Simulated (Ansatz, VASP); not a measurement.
## One calculation of HfPb5O2, two programs

```
Hf Pb O
1.0
     3.47682    0.00000    0.00000
     0.00000    3.47682    0.00000
     0.00000    0.00000   18.62282
Hf Pb O
1 5 2
Direct
  0.00000 0.00000 0.00000
  0.50000 0.50000 0.22316
  0.50000 0.50000 0.77684
  0.00000 0.00000 0.64233
  0.50000 0.50000 0.50000
  0.00000 0.00000 0.35767
  0.50000 0.00000 0.94970
  0.00000 0.50000 0.05030
```

Alike in both runs: functional PBE; k mesh 5 × 5 × 2; occupations gaussian, width 0.2 eV; no spin polarisation.

Ansatz relaxed the structure, and its values are those at the end. VASP's run is a single point on that final structure, the one shown.

```csv
,VASP,Ansatz
version,VASP 6.6.1,Ansatz 0.2.0
potentials or method,"VASP PAW PBE potentials, release 64 (Hf_pv, Pb_d, O), cutoff 600 eV","scalar-relativistic, plane waves, PAW"
valence electrons in the cell,92,108
```

VASP gave:

| Property | Result |
| --- | --- |
| gap on the k mesh at the Fermi level (eV) | none |
| pressure (GPa) | -0.2 |
| rms of the force components (eV/Å) | 0.040 |

Q: What did Ansatz give for the same quantities?

A: gap on the k mesh at the Fermi level (eV): none; pressure (GPa): 0.1; rms of the force components (eV/Å): 0.007.

A gap of «none» marks a metal or a gap that the smearing closes. VASP's potentials hold 92 valence electrons a cell and Ansatz's 108, so a difference there can come from the potentials and not from the codes.

The k mesh is coarse, so the values compare programs but aren't converged. Neither program's run includes spin-orbit coupling.
